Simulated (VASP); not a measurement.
# BeTe: single point with PBE

The system is BeTe.

```xyz
4
Lattice="3.9119 0.0000 0.0000 0.0000 3.9119 0.0000 0.0000 0.0000 7.4258" Properties=species:S:1:pos:R:3 pbc="T T T"
Be    0.0000    0.0000    3.7129
Be    1.9560    1.9560    3.7129
Te    1.9560    0.0000    5.2436
Te    0.0000    1.9560    2.1822
```

* Program: VASP 6.6.1
* Task: single point
* Functional: PBE
* Potentials or basis: VASP PAW PBE potentials, release 64 (Be, Te)
* Cutoff: 520 eV
* k mesh: 8 × 8 × 4
* Occupations: fermi-dirac, width 0.02 eV
* Spin: no spin polarisation

The pressure is 0.1 GPa and the largest force is 0.049 eV/Å. The band gap on the k mesh is 2.11 eV.

Forces in eV/Å, atoms in the order of the input:
```
Be   0.000  0.000  0.000
Be   0.000  0.000  0.000
Te   0.000  0.000  0.049
Te   0.000  0.000 -0.049
```

Stress tensor (GPa, compression positive):
```
0.11 0.00 0.00
0.00 0.11 0.00
0.00 0.00 0.21
```

Levels at points of the mesh, in eV from the valence-band top:
| k point | band 5 | band 6 | band 7 | band 8 | band 9 | band 10 | band 11 | band 12 |
| --- | --- | --- | --- | --- | --- | --- | --- | --- |
| (0.00, 0.00, 0.00) | -2.54 | -0.97 | 0.00 | 0.00 | 2.11 | 2.30 | 3.25 | 3.54 |
| (0.50, 0.00, 0.00) | -2.06 | -2.06 | -0.94 | -0.94 | 3.43 | 3.43 | 4.79 | 4.79 |
| (0.50, 0.50, 0.00) | -3.10 | -3.10 | -2.74 | -2.74 | 2.86 | 2.86 | 3.37 | 3.37 |
| (0.00, 0.00, 0.50) | -2.52 | -1.75 | -0.06 | -0.06 | 2.12 | 2.33 | 3.21 | 5.01 |
| (0.50, 0.00, 0.50) | -1.78 | -1.78 | -0.94 | -0.94 | 3.31 | 3.31 | 3.64 | 3.64 |
| (0.50, 0.50, 0.50) | -3.18 | -3.18 | -2.78 | -2.78 | 3.32 | 3.32 | 4.06 | 4.06 |

Run time: 2 min on 1 thread of Intel Xeon 8259CL, with other jobs on the host, peak memory 0.26 GiB.

Caveat: spin-orbit coupling is left out, which moves the levels of the heavy elements; this functional lacks dispersion, which binds layers or chains, so the pressure and a relaxed spacing across them are unreliable. A k mesh can miss the band edges.
